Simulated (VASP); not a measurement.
**Cd3H2: relaxation of cell and atoms with PBE**

Cd3H2:

```
Cd H
1.0
     3.93115    0.00000    0.00000
    -1.96558    3.40448    0.00000
     0.00000    0.00000    6.11623
Cd H
3 2
Direct
  0.00000 0.00000 0.00000
  0.33333 0.66667 0.64500
  0.66667 0.33333 0.35500
  0.33333 0.66667 0.24500
  0.66667 0.33333 0.75500
```

```
Program                : VASP 6.6.1
Task                   : relaxation of cell and atoms
Functional             : PBE
Potentials or basis    : VASP PAW PBE potentials, release 64 (Cd, H)
Cutoff                 : 600 eV
k mesh                 : 6 × 6 × 4
Occupations            : gaussian, width 0.1 eV
Spin                   : no spin polarisation
Dipole correction      : no
Further INCAR settings : ALGO = Normal; EDIFF = 1e-06; IBRION = 2; EDIFFG = -0.04; NSW = 90; ISIF = 3
```

| Quantity | Value |
| --- | --- |
| Relaxed volume | 16.63 Å³/atom |
| Relaxed cell | a = 3.326 Å, b = 3.326 Å, c = 8.679 Å, α = 90.00°, β = 90.00°, γ = 120.00° |
| Space group after relaxing (to 0.1 Å) | P-3m1 (No. 164) |
| Energy gained by relaxing | 281.0 meV/atom |
| Ionic steps | 31 |
| Pressure after relaxing | 0.0 GPa |
| Largest force after relaxing | 0.020 eV/Å |
| Band gap on the k mesh | zero (bands 19 and 20 overlap by 0.82 eV) |

Forces in eV/Å, atoms in the order of the input:
```
Cd   0.000  0.000  0.000
Cd   0.000  0.000 -0.006
Cd   0.000  0.000  0.006
H    0.000  0.000 -0.020
H    0.000  0.000  0.020
```

Stress tensor (GPa, compression positive):
```
 0.04  0.00  0.00
 0.00  0.04  0.00
 0.00  0.00 -0.11
```

The path:
```csv
step,energy change (eV),largest force (eV/Å),pressure (GPa),volume (Å³)
1,0.0000,0.8787,1.43,81.86
2,-0.0815,0.6395,0.32,83.60
3,-0.1747,0.3926,-1.17,87.38
4,-0.1972,0.5830,-2.71,95.25
5,-0.2868,0.7061,-1.87,93.43
6,-0.4264,0.6763,1.84,88.05
7,-0.5102,0.5905,2.03,88.62
8,-0.5816,0.8180,2.17,89.52
9,-0.6997,0.5202,-0.26,93.77
10,-0.7319,0.3355,-1.78,97.38
11,-0.8309,0.2984,-1.76,95.06
12,-0.9549,0.1984,-1.35,91.71
13,-1.0981,0.4636,0.25,84.93
14,-1.1682,0.4468,0.76,83.60
15,-1.2157,0.5954,1.29,82.05
16,-1.1743,0.7442,2.81,78.68
17,-1.2335,0.6668,1.71,81.06
18,-1.2931,0.5863,0.80,81.89
19,-1.3321,0.4336,-0.40,82.98
20,-1.3339,0.3899,-0.71,83.26
21,-1.3603,0.3177,-0.38,82.46
22,-1.3874,0.1009,0.54,80.57
23,-1.3908,0.0659,0.13,81.33
24,-1.3916,0.0849,-0.20,81.92
25,-1.3939,0.0792,-0.16,81.93
26,-1.3992,0.0641,0.02,81.96
27,-1.4018,0.0731,0.50,82.00
28,-1.4021,0.0561,0.36,81.99
29,-1.4041,0.0438,0.00,82.87
30,-1.4042,0.0437,-0.15,83.17
31,-1.4048,0.0196,-0.01,83.13
```

Final structure:
```
CELL_PARAMETERS angstrom
3.32554 0.00000 0.00000
-1.66277 2.88000 0.00000
0.00000 0.00000 8.67949
ATOMIC_POSITIONS crystal
Cd 0.00000 0.00000 0.00000
Cd 0.33333 0.66667 0.72110
Cd 0.66667 0.33333 0.27890
H 0.33333 0.66667 0.37839
H 0.66667 0.33333 0.62161
```

Levels at points of the mesh, in eV from the Fermi level:
```tsv
k point	band 16	band 17	band 18	band 19	band 20	band 21	band 22	band 23
(0.00, 0.00, 0.00)	-8.12	-6.76	-5.74	-1.27	2.59	6.98	7.48	11.01
(0.50, 0.00, 0.00)	-4.29	-3.77	-1.80	-1.69	-0.35	0.74	4.18	5.12
(0.00, 0.00, 0.50)	-7.91	-7.91	-4.29	-2.71	3.88	7.04	7.83	8.76
(0.50, 0.00, 0.50)	-4.19	-3.82	-2.06	-2.01	0.45	1.73	2.97	3.25
```

Run time: 21 min on 1 thread of Intel(R) Xeon(R) Platinum 8259CL CPU @ 2.50GHz (Skylake/Cascade Lake), with other jobs on the host, peak memory 0.25 GiB.

Caveat: a cell axis changed by over 15 % at a fixed basis, so the end point is rough.
